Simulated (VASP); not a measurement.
# ZrH (P4_2/mmc) in VASP: single point with r2SCAN

Aim: the single point of ZrH with r2SCAN.

Everything below comes from runs of VASP 6.6.1. Logs are shortened: lines on timing, memory, paths and dates and some standing lists are left out, and cuts for length are marked.

### 1 The cell of the first run

Symmetry: P4_2/mmc, No. 131, tetragonal system. The conventional cell has a = 3.236 Å, b = 3.236 Å, c = 5.001 Å, α = 90.00°, β = 90.00°, γ = 90.00°. Within 2.7 Å of Zr (site symmetry mmm) lie 4 H at 2.04 Å. Within 2.7 Å of H (site symmetry -4m2) lie 4 Zr at 2.04 Å and 2 H at 2.50 Å.

### 2 Single point, r2SCAN

Contents of POSCAR:

```
ZrH
1.0
    3.2355806758      0.0000000000      0.0000000000
    0.0000000000      3.2355806758      0.0000000000
    0.0000000000      0.0000000000      5.0014745703
Zr H
2 2
Direct
    0.0000000000      0.5000000000      0.5000000000
    0.5000000000      0.0000000000      0.0000000000
    0.5000000000      0.5000000000      0.2500000000
    0.5000000000      0.5000000000      0.7500000000
```

Contents of INCAR.step1:

```
PREC = Accurate
ENCUT = 520
ISMEAR = -1
SIGMA = 0.08
LREAL = F
LASPH = T
NELM = 100
NBANDS = 21
GGA = PE
ALGO = Normal
EDIFF = 1E-4
LWAVE = T
LCHARG = F
```

Contents of INCAR.step2:

```
PREC = Accurate
ENCUT = 520
EDIFF = 1E-6
ISMEAR = -1
SIGMA = 0.08
LREAL = F
LASPH = T
NELM = 100
ALGO = Normal
ISIF = 2
LWAVE = F
LCHARG = F
METAGGA = R2SCAN
LMIXTAU = T
NBANDS = 21
ISTART = 1
```

Contents of KPOINTS:

```
regular mesh
0
Gamma
  10 10 7
```

Potentials or basis: VASP PAW PBE potentials, release 64 (Zr_sv, H).

The run is started by

```console
> cat potpaw_PBE.64/Zr_sv/POTCAR potpaw_PBE.64/H/POTCAR > POTCAR
> cp INCAR.step1 INCAR
> mpirun -np 1 vasp_std > vasp.out
> cp INCAR.step2 INCAR
> mpirun -np 1 vasp_std > vasp.out
```

OUTCAR:

```text
PREC = Accurate
   ENCUT = 520
   EDIFF = 1E-6
   ISMEAR = -1
   LREAL = F
   LASPH = T
   NELM = 100
   ISIF = 2
   METAGGA = R2SCAN
   ISTART = 1

 ion  position               nearest neighbor table
   1  0.000  0.500  0.500-   3 2.04   4 2.04   3 2.04   4 2.04   2 3.39   2 3.39   2 3.39   2 3.39
                             2 3.39   2 3.39   2 3.39   2 3.39
   2  0.500  0.000  0.000-   3 2.04   4 2.04   3 2.04   4 2.04   1 3.39   1 3.39   1 3.39   1 3.39
                             1 3.39   1 3.39   1 3.39   1 3.39
   3  0.500  0.500  0.250-   1 2.04   2 2.04   2 2.04   1 2.04
   4  0.500  0.500  0.750-   1 2.04   2 2.04   2 2.04   1 2.04

  LATTYP: Found a simple tetragonal cell.
 ALAT       =     3.2355806758
 C/A-ratio  =     1.5457734087

  Lattice vectors:

 A1 = (   3.2355806758,   0.0000000000,   0.0000000000)
 A2 = (   0.0000000000,   3.2355806758,   0.0000000000)
 A3 = (   0.0000000000,   0.0000000000,   5.0014745703)

Analysis of symmetry for initial positions (statically):
=====================================================================
 Subroutine PRICEL returns:
 Original cell was already a primitive cell.

 Routine SETGRP: Setting up the symmetry group for a
 simple tetragonal supercell.

 Subroutine GETGRP returns: Found 16 space group operations
 (whereof  8 operations were pure point group operations)
 out of a pool of 16 trial point group operations.

The static configuration has the point symmetry D_2h.
 The point group associated with its full space group is D_4h.

Analysis of symmetry for dynamics (positions and initial velocities):
=====================================================================
 Subroutine PRICEL returns:
 Original cell was already a primitive cell.

 Routine SETGRP: Setting up the symmetry group for a
 simple tetragonal supercell.

 Subroutine GETGRP returns: Found 16 space group operations
 (whereof  8 operations were pure point group operations)
 out of a pool of 16 trial point group operations.

The dynamic configuration has the point symmetry D_2h.
 The point group associated with its full space group is D_4h.

 Subroutine INISYM returns: Found 16 space group operations
 (whereof  8 operations are pure point group operations),
 and found     1 'primitive' translations

----------------------------------------------------------------------------------------

                                     Primitive cell

  volume of cell :      52.3603

  direct lattice vectors                    reciprocal lattice vectors
     3.235580676  0.000000000  0.000000000     0.309063535  0.000000000  0.000000000
     0.000000000  3.235580676  0.000000000     0.000000000  0.309063535  0.000000000
     0.000000000  0.000000000  5.001474570     0.000000000  0.000000000  0.199941035

  length of vectors
     3.235580676  3.235580676  5.001474570     0.309063535  0.309063535  0.199941035

  position of ions in fractional coordinates (direct lattice)
     0.000000000  0.500000000  0.500000000
     0.500000000  0.000000000  0.000000000
     0.500000000  0.500000000  0.250000000
     0.500000000  0.500000000  0.750000000

  ion indices of the primitive-cell ions
   primitive index   ion index
                 1           1
                 2           2
                 3           3
                 4           4

----------------------------------------------------------------------------------------

 KPOINTS: regular mesh

Automatic generation of k-mesh.
 Grid dimensions read from file:
 generate k-points for:   10   10    7

 Generating k-lattice:

  Cartesian coordinates                     Fractional coordinates (reciprocal lattice)
     0.030906353  0.000000000  0.000000000     0.100000000  0.000000000  0.000000000
     0.000000000  0.030906353  0.000000000     0.000000000  0.100000000  0.000000000
     0.000000000  0.000000000  0.028563005     0.000000000  0.000000000  0.142857143

  Length of vectors
     0.030906353  0.030906353  0.028563005

  Shift w.r.t. Gamma in fractional coordinates (k-lattice)
     0.000000000  0.000000000  0.000000000

 Subroutine IBZKPT returns following result:
 ===========================================

 Found     84 irreducible k-points:

 Following reciprocal coordinates:
            Coordinates               Weight
  0.000000  0.000000  0.000000      1.000000
  0.100000  0.000000  0.000000      4.000000
  0.200000  0.000000  0.000000      4.000000
  0.300000  0.000000  0.000000      4.000000
  0.400000  0.000000  0.000000      4.000000
  0.500000  0.000000  0.000000      2.000000
[... 16 lines left out ...]
  0.100000  0.000000  0.142857      8.000000
  0.200000  0.000000  0.142857      8.000000
 [... further k-points ...]
   k-points           NKPTS =     84   k-points in BZ     NKDIM =     84   number of bands    NBANDS=     21
   number of dos      NEDOS =    301   number of ions     NIONS =      4
   total plane-waves  NPLWV =  23040
   dimension x,y,z NGX =    24 NGY =   24 NGZ =   40
   dimension x,y,z NGXF=    48 NGYF=   48 NGZF=   80
   ions per type =               2   2
   NGX,Y,Z   is equivalent  to a cutoff of  12.33, 12.33, 13.30 a.u.
   NGXF,Y,Z  is equivalent  to a cutoff of  24.66, 24.66, 26.59 a.u.
 SYSTEM =  unknown system
   PREC   = accura    normal or accurate (medium, high low for compatibility)
   ISTART =      1    job   : 0-new  1-cont  2-samecut
   ICHARG =      0    charge: 1-file 2-atom 10-const
   ISPIN  =      1    spin polarized calculation?
   LNONCOLLINEAR =      F non collinear calculations
   LSORBIT =      F    spin-orbit coupling
   LASPH  =      T    aspherical Exc in radial PAW
   ENCUT  =  520.0 eV  38.22 Ry    6.18 a.u.   6.02  6.02  9.30*2*pi/ulx,y,z
   NELM   =    100;   NELMIN=  2; NELMDL=  0     # of ELM steps
   EDIFF  = 0.1E-05   stopping-criterion for ELM
   LREAL  =      F    real-space projection
   EDIFFG = 0.1E-04   stopping-criterion for IOM
   NSW    =      0    number of steps for IOM
   IBRION =     -1    ionic relax: 0-MD 1-quasi-New 2-CG
   NFREE  =      0    steps in history (QN), initial steepest desc. (CG)
   ISIF   =      2    stress and relaxation
   ISYM   =      2    0-nonsym 1-usesym 2-fastsym
   POTIM  = 0.5000    time-step for ionic-motion
   TEBEG  =    0.0;   TEEND  =   0.0 temperature during run
   PSTRESS=    0.0 pullay stress
   NELECT =      26.0000    total number of electrons
   NUPDOWN=      -1.0000    fix difference up-down
   EMIN   =  10.00;   EMAX   =-10.00  energy-range for DOS
   EFERMI =   0.00;   METHOD = LEGACY
   ISMEAR =    -1;   SIGMA  =   0.08  broadening in eV -4-tet -1-fermi 0-gaus
   EFERMI_NEDOS =   21; number of points for ismear=-14 and -15
   IALGO  =     38    algorithm
   IMIX   =      4    mixing-type and parameters
     AMIX     =   0.40;   BMIX     =  1.00
     AMIX_MAG =   1.60;   BMIX_MAG =  1.00
  volume/ion in A,a.u.               =      13.09        88.34
  Fermi-wavevector in a.u.,A,eV,Ry     =   1.296378  2.449800 22.865908  1.680597
  Thomas-Fermi vector in A             =   2.427838
   LORBIT       =      0    0 simple, 1 ext, 2 COOP (PROOUT), +10 PAW based schemes
   METAGGA = R2SCAN    functional components
   LHFCALC =     F    Hartree Fock is set to
   AEXX    =    0.0000 exact exchange contribution
   IVDW    =     0    specifies the selected vdW correction
   LEPSILON=     F    determine dielectric tensor
   LRPA    =     F    only Hartree local field effects (RPA)
 non-spin polarized calculation
  energy-cutoff  :      520.00
  volume of cell :       52.36
 maximum number of plane-waves:      1432
   NGX = 13   NGY = 13   NGZ = 19

 number of electron      25.9999998 magnetization

 Free energy of the ion-electron system (eV)
  ---------------------------------------------------
  ext. energy  EPLUGINS =         0.00000000
  ---------------------------------------------------
  free energy    TOTEN  =       -54.40772698 eV

  energy without entropy =      -54.36949228  energy(sigma->0) =      -54.38860963

 E-fermi :   8.2455     XC(G=0): -11.8206

 val. band max:        8.2300052952   @ k =   0.5000   0.1000   0.4286
 cond. band min:       8.2529729688   @ k =   0.3000   0.2000   0.4286
 fundamental gap:      0.0229676735
 Fermi energy:         8.2454929011

 k-point     1 :       0.0000    0.0000    0.0000
  band No.  band energies     occupation
      1     -42.4706      2.00000
      2     -42.3623      2.00000
      3     -20.1426      2.00000
      4     -19.6285      2.00000
      5     -19.6285      2.00000
      6     -19.4344      2.00000
[... 13 lines left out ...]
     20      13.1618      0.00000
     21      14.4744      0.00000

 k-point     2 :       0.1000    0.0000    0.0000
  band No.  band energies     occupation
      1     -42.4635      2.00000
      2     -42.3605      2.00000
      3     -20.1193      2.00000
      4     -19.6796      2.00000
      5     -19.6206      2.00000
      6     -19.4533      2.00000
[... 13 lines left out ...]
     20      13.1254      0.00000
     21      15.2141      0.00000

 k-point     3 :       0.2000    0.0000    0.0000
  band No.  band energies     occupation
      1     -42.4443      2.00000
      2     -42.3565      2.00000
      3     -20.0532      2.00000
      4     -19.8124      2.00000
      5     -19.5994      2.00000
      6     -19.5923      2.00000
[... 13 lines left out ...]
     20      13.5944      0.00000
     21      15.0603      0.00000
[... 457 lines left out ...]
 k-point    23 :       0.1000    0.0000    0.1429
  band No.  band energies     occupation
      1     -42.4585      2.00000
      2     -42.3656      2.00000
      3     -20.0912      2.00000
      4     -19.6712      2.00000
      5     -19.6135      2.00000
      6     -19.5061      2.00000
[... 13 lines left out ...]
     20      13.0568      0.00000
     21      14.9873      0.00000

 k-point    24 :       0.2000    0.0000    0.1429
  band No.  band energies     occupation
      1     -42.4400      2.00000
      2     -42.3608      2.00000
      3     -20.0455      2.00000
      4     -19.7941      2.00000
      5     -19.6267      2.00000
      6     -19.5937      2.00000
[... 13 lines left out ...]
     20      13.1415      0.00000
     21      15.5776      0.00000

 [... further k-points ...]

------------------------ aborting loop because EDIFF is reached ----------------------------------------

  FORCE on cell =-STRESS in cart. coord.  units (eV):
  Direction    XX          YY          ZZ          XY          YZ          ZX
  --------------------------------------------------------------------------------------
  -------------------------------------------------------------------------------------
  Total        0.1540927      0.1540927     -0.1781693      0.0000000      0.0000000      0.0000000
  in kB        4.7150904      4.7150904     -5.4518142      0.0000000      0.0000000      0.0000000
  external PRESSURE =       1.3261222 kB  Pullay stress =       0.0000000 kB

 VOLUME and BASIS-vectors are now :
 -----------------------------------------------------------------------------
  energy-cutoff  :      520.00
  volume of cell :       52.36
      direct lattice vectors                 reciprocal lattice vectors
     3.235580676  0.000000000  0.000000000     0.309063535  0.000000000  0.000000000
     0.000000000  3.235580676  0.000000000     0.000000000  0.309063535  0.000000000
     0.000000000  0.000000000  5.001474570     0.000000000  0.000000000  0.199941035

 POSITION                                       TOTAL-FORCE (eV/Angst)
 -----------------------------------------------------------------------------------
      0.00000      1.61779      2.50074        -0.000000     -0.000000     -0.000000
      1.61779      0.00000      0.00000        -0.000000     -0.000000     -0.000000
      1.61779      1.61779      1.25037         0.000000     -0.000000      0.000000
      1.61779      1.61779      3.75111        -0.000000      0.000000     -0.000000
 -----------------------------------------------------------------------------------
    total drift:                                0.000000      0.000000     -0.000000

  FREE ENERGIE OF THE ION-ELECTRON SYSTEM (eV)
  ---------------------------------------------------
  free  energy   TOTEN  =       -54.4077269791 eV

  energy  without entropy=      -54.3694922823  energy(sigma->0) =      -54.38860963
```

It took 3.1 min on 1 thread of AMD EPYC 7R13 (Zen 3), shared host; peak memory 0.19 GiB.

Results:

```yaml
Free_energy: -54.4077 eV
Pressure: 0.1 GPa
Band_gap_on_the_k_mesh: zero (bands 13 and 14 overlap by 0.73 eV)
```

Stress tensor (GPa, compression positive):
```
 0.47  0.00  0.00
 0.00  0.47  0.00
 0.00  0.00 -0.55
```

Levels at points of the mesh, in eV from the Fermi level:
```
           k point  band 10  band 11  band 12  band 13  band 14  band 15  band 16  band 17
(0.00, 0.00, 0.00)    -4.05    -3.13    -3.06     0.06     0.86     0.86     2.39     3.68
(0.50, 0.00, 0.00)    -5.88    -2.14    -0.90    -0.59    -0.22     1.90     2.12     2.54
(0.50, 0.50, 0.00)    -4.38    -3.03    -3.03    -2.00     2.85     4.15     4.53     4.53
```

Caveat: the PAW data sets were made with another functional, which shifts forces and pressure a little.
